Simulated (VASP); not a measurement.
The system is Al2O3.

```
CELL_PARAMETERS angstrom
-1.39957 1.86831 4.40195
1.39957 -1.86831 4.40195
1.39957 1.86831 -4.40195
ATOMIC_POSITIONS crystal
Al 0.65548 0.65548 0.00000
Al 0.34453 0.34453 0.00000
O 0.50000 0.00000 0.50000
O 0.19638 0.69638 0.50000
O 0.80362 0.30362 0.50000
```

Base run:

| Property | Result |
| --- | --- |
| Program | VASP 6.6.1 |
| Functional | r2SCAN |
| Potentials or basis | VASP PAW PBE potentials, release 64 (Al, O) |
| Cutoff | 520 eV |
| k mesh | 10 × 10 × 10 |
| Occupations | gaussian, width 0.02 eV |
| Spin | no spin polarisation |

Its results: band gap on the k mesh 6.08 eV; pressure -7.6 GPa; largest force 0.204 eV/Å.

The run is repeated on the same cell with these changes: functional from r2SCAN to PBE. What comes out?

Band gap on the k mesh 5.19 eV; pressure -0.1 GPa; largest force 0.023 eV/Å.

Caveats: the cell stands under tension (at least some runs); the PAW data sets were made with another functional, which shifts forces and pressure a little (at least some runs).

A k mesh can miss the band edges.
